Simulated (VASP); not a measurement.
Write the native input for VASP 6.6.1 that does the following.

- Task: relaxation of cell and atoms
- Functional: PBE
- Potentials or basis: VASP PAW PBE potentials, release 64 (Li_sv, Au)
- Cutoff: 600 eV
- k mesh: 8 × 8 × 8
- Occupations: gaussian, width 0.1 eV
- Spin: no spin polarisation
- Dipole correction: no
- Further INCAR settings: ALGO = Fast; EDIFF = 1e-06; IBRION = 2; EDIFFG = -0.01; NSW = 100; ISIF = 3

The structure of LiAu6 lies in POSCAR:

```
LiAu6
1.0
    0.0000000000      4.0198631000      4.0198631000
    4.0198631000      0.0000000000      4.0198631000
    4.0198631000      4.0198631000      0.0000000000
Li Au
1 6
Direct
    0.0000000000      0.0000000000      0.0000000000
    0.5000000000      0.5000000000      0.0000000000
    0.5000000000      0.0000000000      0.5000000000
    0.0000000000      0.0000000000      0.5000000000
    0.0000000000      0.5000000000      0.0000000000
    0.0000000000      0.5000000000      0.5000000000
    0.5000000000      0.0000000000      0.0000000000
```

The cell was generated, and may not be a known phase.

One way to write it, as run:

INCAR

```
  ALGO = Fast
  EDIFF = 1E-6
  EDIFFG = -0.01
  ENCUT = 600
  GGA = PE
  IBRION = 2
  ISIF = 3
  ISMEAR = 0
  LASPH = T
  LCHARG = F
  LREAL = F
  LWAVE = F
  NELM = 100
  NSW = 100
  PREC = Accurate
  SIGMA = 0.1
```

KPOINTS

```
k-points
0
Gamma
  8 8 8
```

Potentials or basis: VASP PAW PBE potentials, release 64 (Li_sv, Au).

Run with:

```console
$ cat potpaw_PBE.64/Li_sv/POTCAR potpaw_PBE.64/Au/POTCAR > POTCAR
$ mpirun -np 1 vasp_std > vasp.out
```

It gave:

* Relaxed volume: 18.53 Å³/atom
* Relaxed cell: a = 5.682 Å, b = 5.682 Å, c = 5.682 Å, α = 60.00°, β = 60.00°, γ = 60.00°
* Space group after relaxing (to 0.1 Å): Fm-3m (No. 225)
* Energy gained by relaxing: 0.0 meV/atom
* Ionic steps: 3
* Pressure after relaxing: 0.0 GPa
* Band gap on the k mesh: zero (an odd number of electrons rules out a gap without spin polarisation)

Caveat: the cutoff is under 1.25 times the usual one of these potentials, so pressure, stress and relaxed cells hold a basis-set (Pulay) error; spin-orbit coupling is left out, which moves the levels of the heavy elements.

It took 6.5 min on 1 thread of Intel(R) Xeon(R) Platinum 8559C (Emerald Rapids), with other jobs on the host, peak memory 0.42 GiB.
